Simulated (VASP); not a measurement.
## CsSnI3: single point with PBEsol

Crystal: CsSnI3.

```
Cs Sn I
1.0
     5.25506    0.00000    0.00000
     0.00000    5.25506    0.00000
     0.00000    0.00000    5.25506
Cs Sn I
1 1 3
Direct
  0.00000 0.00000 0.00000
  0.50000 0.50000 0.50000
  0.00000 0.50000 0.50000
  0.50000 0.00000 0.50000
  0.50000 0.50000 0.00000
```

```json
{
  "Program": "VASP 6.6.1",
  "Task": "single point",
  "Functional": "PBEsol",
  "Potentials or basis": "VASP PAW PBE potentials, release 64 (Cs_sv, Sn_d, I)",
  "Cutoff": "520 eV",
  "k mesh": "8 × 8 × 8",
  "Occupations": "gaussian, width 0.1 eV",
  "Spin": "no spin polarisation"
}
```

```
Pressure               : 25.2 GPa
Band gap on the k mesh : zero (bands 22 and 23 overlap by 0.56 eV)
```

Levels at points of the mesh, in eV from the Fermi level:
```tsv
k point	band 19	band 20	band 21	band 22	band 23	band 24	band 25	band 26
(0.00, 0.00, 0.00)	-4.30	-3.53	-3.53	-3.53	0.81	0.81	1.10	1.10
(0.50, 0.00, 0.00)	-4.70	-4.16	-4.16	-1.16	0.41	2.27	2.29	3.01
(0.50, 0.50, 0.00)	-4.71	-3.80	-2.85	0.21	0.32	0.32	2.85	4.31
(0.50, 0.50, 0.50)	-2.77	-2.77	-2.77	-0.31	-0.31	-0.31	1.47	2.30
```

It took 63 s on 1 thread of Intel(R) Xeon(R) 6975P-C (Granite Rapids) (shared host), peak memory 0.33 GiB.

Caveat: the cell stands under pressure; the PAW data sets were made with another functional, which shifts forces and pressure a little; spin-orbit coupling is left out, which moves the levels of the heavy elements.
